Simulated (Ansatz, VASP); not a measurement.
# Two plane-wave programs on Al3BN2

```
CELL_PARAMETERS angstrom
2.95556 0.00000 0.00000
0.00000 2.95556 0.00000
0.00000 0.00000 9.87985
ATOMIC_POSITIONS crystal
Al 0.00000 0.00000 0.00000
Al 0.00000 0.00000 0.71455
Al 0.00000 0.00000 0.28545
B 0.50000 0.50000 0.50000
N 0.50000 0.50000 0.84736
N 0.50000 0.50000 0.15264
```

Change from the starting cell: species swapped into the MgSc3Ru2 type (P4/mmm, No. 123).

Alike in both runs: task relaxation of cell and atoms; functional PBE; k mesh 4 × 4 × 2; occupations gaussian, width 0.15 eV; no spin polarisation.

```csv
,VASP,Ansatz
version,VASP 6.6.1,Ansatz 0.2.0
potentials or method,"VASP PAW PBE potentials, release 64 (Al, B, N), cutoff 600 eV","scalar-relativistic, plane waves, PAW"
valence electrons in the cell,22,22
```

Ansatz gave:

| Item | Value |
| --- | --- |
| gap on the k mesh at the Fermi level, each at its own relaxed structure (eV) | none |
| relaxed volume (Å³/atom) | 9.48 |
| relaxed cell length with the largest relative difference (Å) | 8.348 |

Question: Which values does VASP return?

Answer: gap on the k mesh at the Fermi level, each at its own relaxed structure (eV): none; relaxed volume (Å³/atom): 9.45; relaxed cell length with the largest relative difference (Å): 8.335.

A gap of «none» marks a metal or a gap that the smearing closes.

The k mesh is coarse, so the values compare programs but aren't converged. Noted on VASP's run: the volume moved by over 15 % at a fixed basis, so the end points are rough.
